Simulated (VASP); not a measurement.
A run of VASP 6.6.1 is set up as follows.

File POSCAR:

```
TaN
1.0
    2.6693501509      0.0000000000      0.0000000000
   -1.3346750754      2.3117250422      0.0000000000
    0.0000000000      0.0000000000      2.6193793346
Ta N
1 1
Direct
    0.3333333333      0.6666666667      0.5000000000
    0.0000000000      0.0000000000      0.0000000000
```

File INCAR.step1:

```
SYSTEM = TaN
PREC = Accurate
ENCUT = 580
ISMEAR = -1
SIGMA = 0.03
LREAL = .False.
LASPH = .True.
NELM = 120
NBANDS = 16
GGA = PE
ALGO = Normal
EDIFF = 1E-5
LWAVE = .True.
LCHARG = .False.
GGA_COMPAT = .False.
```

File INCAR.step2:

```
SYSTEM = TaN
PREC = Accurate
ENCUT = 580
EDIFF = 1E-8
ISMEAR = -1
SIGMA = 0.03
LREAL = .False.
LASPH = .True.
NELM = 120
ALGO = Normal
ISIF = 2
LWAVE = .False.
LCHARG = .False.
METAGGA = R2SCAN
LMIXTAU = .True.
LEFG = .True.
NBANDS = 16
ISTART = 1
GGA_COMPAT = .False.
```

KPOINTS

```
Automatic mesh
0
Gamma
  11 11 10
  0 0 0
```

Potentials or basis: VASP PAW PBE potentials, release 64 (Ta_sv_GW, N).

The run is started by

```bash
$ cat potpaw_PBE.64/Ta_sv_GW/POTCAR potpaw_PBE.64/N/POTCAR > POTCAR
$ cp INCAR.step1 INCAR
$ mpirun -np 1 vasp_std > vasp.out
$ cp INCAR.step2 INCAR
$ mpirun -np 1 vasp_std > vasp.out
```

What does it give for the band gap on the k mesh?

Zero (bands 9 and 10 overlap by 0.76 eV).

Estimate the pressure.

190.7 GPa.

Stress tensor (GPa, compression positive):
```
183.14   0.00   0.00
  0.00 183.14   0.00
  0.00   0.00 205.97
```

Caveat: the stress differs along the axes, from 183 to 206 GPa; without QUAD_EFG the Cq values of the log hold for a quadrupole moment of 1 mb, not for the nuclei; the PAW data sets were made with another functional, which shifts forces and pressure a little; spin-orbit coupling is left out, which moves the levels of the heavy elements.
